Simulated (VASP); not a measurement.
Input of a VASP 6.6.1 run:

The input INCAR:

```
PREC = Accurate ; ENCUT = 520
EDIFF = 1E-6 ; ISMEAR = 0
SIGMA = 0.01 ; LREAL = False
LASPH = True ; NELM = 100
ALGO = Normal ; ISIF = 2
LWAVE = False ; LCHARG = False
GGA = PE ; NBANDS = 9
```

KPOINTS

```
regular mesh
0
Gamma
  8 8 8
```

Contents of POSCAR:

```
LiH
1.0
    0.0000000000      2.0029948411      2.0029948411
    2.0029948411      0.0000000000      2.0029948411
    2.0029948411      2.0029948411      0.0000000000
Li H
1 1
Direct
    0.0000000000      0.0000000000      0.0000000000
    0.5000000000      0.5000000000      0.5000000000
```

Potentials or basis: VASP PAW PBE potentials, release 64 (Li_sv, H).

Run with:

```sh
$ cat potpaw_PBE.64/Li_sv/POTCAR potpaw_PBE.64/H/POTCAR > POTCAR
$ mpirun -np 1 vasp_std > vasp.out
```

Problem. Predict the band gap on the k mesh.

Solution. 2.98 eV, direct.

 A k mesh can miss the band edges.
